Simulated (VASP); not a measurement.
Crystal: NaCl.

```
Na Cl
1.0
    -0.01541   -3.90676   -0.04547
    -7.72248   -0.03082    0.00261
     0.00427   -0.14870  -12.46353
Na Cl
4 4
Direct
  0.47911 0.74385 0.75044
  0.52341 0.73253 0.25078
  0.48053 0.25226 0.74842
  0.45953 0.24388 0.24771
  0.02048 0.01195 0.74210
  0.01505 0.99858 0.25201
  0.99305 0.49337 0.74494
  0.02884 0.52358 0.26361
```

```yaml
Program: VASP 6.6.1
Task: relaxation of cell and atoms
Functional: PBE
Potentials_or_basis: VASP PAW PBE potentials, release 64 (Na_pv, Cl)
Cutoff: 600 eV
k_mesh: 4 × 2 × 1
Occupations: gaussian, width 0.1 eV
Spin: no spin polarisation
```

At the start: pressure 0.0 GPa; volume 47.00 Å³/atom.

Question: How do energy, volume and symmetry change on relaxing?

Answer: Over 10 steps the energy falls by 29.2 meV/atom and the volume is 46.16 Å³/atom (-1.8 %); space group P1 (No. 1, to 0.05 Å).

The path:
| step | energy change (eV) | largest force (eV/Å) | pressure (GPa) | volume (Å³) |
| --- | --- | --- | --- | --- |
| 1 | 0.0000 | 0.7957 | 0.05 | 375.96 |
| 2 | -0.0741 | 0.5764 | -0.08 | 376.72 |
| 3 | -0.1695 | 0.2399 | -0.31 | 378.94 |
| 4 | -0.2008 | 0.2277 | -0.03 | 371.23 |
| 5 | -0.2064 | 0.2144 | 0.17 | 366.66 |
| 6 | -0.2209 | 0.1470 | 0.10 | 367.76 |
| 7 | -0.2257 | 0.1229 | 0.05 | 368.84 |
| 8 | -0.2312 | 0.0637 | -0.04 | 370.61 |
| 9 | -0.2322 | 0.0430 | -0.09 | 371.80 |
| 10 | -0.2338 | 0.0245 | 0.03 | 369.26 |

Final structure:
```cif
data_structure
_symmetry_space_group_name_H-M 'P 1'
_symmetry_Int_Tables_number 1
_cell_length_a 3.8492
_cell_length_b 7.6909
_cell_length_c 12.4771
_cell_angle_alpha 90.451
_cell_angle_beta 88.683
_cell_angle_gamma 89.842
_cell_volume 369.26
loop_
_atom_site_label
_atom_site_type_symbol
_atom_site_fract_x
_atom_site_fract_y
_atom_site_fract_z
_atom_site_occupancy
Na1 Na 0.49265 0.75060 0.74685 1
Na2 Na 0.50771 0.74907 0.25381 1
Na3 Na 0.49435 0.25014 0.74578 1
Na4 Na 0.50661 0.24999 0.25250 1
Cl1 Cl 0.99399 0.00027 0.74518 1
Cl2 Cl 0.00491 0.99992 0.24855 1
Cl3 Cl 0.99215 0.50041 0.74812 1
Cl4 Cl 0.00763 0.49960 0.25923 1
```

Caveat: the k points lie up to 0.50 Å⁻¹ apart in the final cell.
